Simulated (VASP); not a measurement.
Crystal: Sc.

```xyz
2
Lattice="3.3090 0.0000 0.0000 -1.6545 2.8657 0.0000 0.0000 0.0000 5.2733" Properties=species:S:1:pos:R:3 pbc="T T T"
Sc    1.6545    0.9552    3.9550
Sc    0.0000    1.9105    1.3183
```

| Quantity | Value |
| --- | --- |
| Program | VASP 6.6.1 |
| Task | relaxation of cell and atoms |
| Functional | PBE |
| Dispersion | D4 |
| Potentials or basis | VASP PAW PBE potentials, release 64 (Sc_sv) |
| Cutoff | 600 eV |
| k mesh | 9 × 9 × 5 |
| Occupations | fermi-dirac, width 0.05 eV |
| Spin | no spin polarisation |

At the start: pressure -2.2 GPa; volume 25.00 Å³/atom.

Task: How do energy, volume and symmetry change on relaxing?

Result: Over 5 steps the energy falls by 9.4 meV/atom and the volume is 23.95 Å³/atom (-4.2 %); space group P6_3/mmc (No. 194, to 0.05 Å).

Step by step:
```
step  energy change (eV)  largest force (eV/Å)  pressure (GPa)  volume (Å³)
   1              0.0000                0.0000           -2.24        50.00
   2             -0.0172                0.0000            0.48        47.51
   3             -0.0175                0.0000            0.14        47.79
   4             -0.0185                0.0000            0.06        47.85
   5             -0.0188                0.0000            0.00        47.89
```

Final structure:
```
Sc
1.0
     3.28715    0.00000    0.00000
    -1.64358    2.84676    0.00000
     0.00000    0.00000    5.11797
Sc
2
Direct
  0.66667 0.33333 0.75000
  0.33333 0.66667 0.25000
```

Caveat: pairwise dispersion overbinds metals, which lowers pressure and volume.
